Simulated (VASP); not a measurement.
Crystal: Al3Cu.

```
CELL_PARAMETERS angstrom
2.77841 0.00000 0.00000
0.00000 2.77841 0.00000
0.00000 0.00000 7.51340
ATOMIC_POSITIONS crystal
Al 0.00000 0.00000 0.50000
Al 0.50000 0.50000 0.22612
Al 0.50000 0.50000 0.77388
Cu 0.00000 0.00000 0.00000
```

Base run:

```yaml
Program: VASP 6.6.1
Functional: PBEsol
Potentials_or_basis: VASP PAW PBE potentials, release 64 (Al, Cu)
Cutoff: 520 eV
k_mesh: 10 × 10 × 4
Occupations: gaussian, width 0.1 eV
Spin: no spin polarisation
```

Its results: band gap on the k mesh zero (band 10 reaches 12.87 eV, above the bottom of band 11 at 6.69 eV); pressure 1.5 GPa; largest force 0.184 eV/Å.

After a change of settings the same cell gave: band gap on the k mesh zero (band 10 reaches 9.24 eV, above the bottom of band 11 at 6.70 eV); pressure 4.4 GPa; largest force 0.438 eV/Å. Which change was it?
A. k mesh from 10 × 10 × 4 to 24 × 24 × 10; further incar settings from ALGO = Normal; EDIFF = 1e-06; NBANDS = 18 to ALGO = Fast; EDIFF = 1e-06; NBANDS = 18
B. k mesh from 10 × 10 × 4 to 4 × 4 × 1; further incar settings from ALGO = Normal; EDIFF = 1e-06; NBANDS = 18 to ALGO = Fast; EDIFF = 1e-07; NBANDS = 18
C. k mesh from 10 × 10 × 4 to 2 × 2 × 1
D. k mesh from 10 × 10 × 4 to 8 × 8 × 4; further incar settings from ALGO = Normal; EDIFF = 1e-06; NBANDS = 18 to ALGO = Fast; EDIFF = 1e-07; NBANDS = 18

C.

Caveats: some runs use coarse meshes; the PAW data sets were made with another functional, which shifts forces and pressure a little.
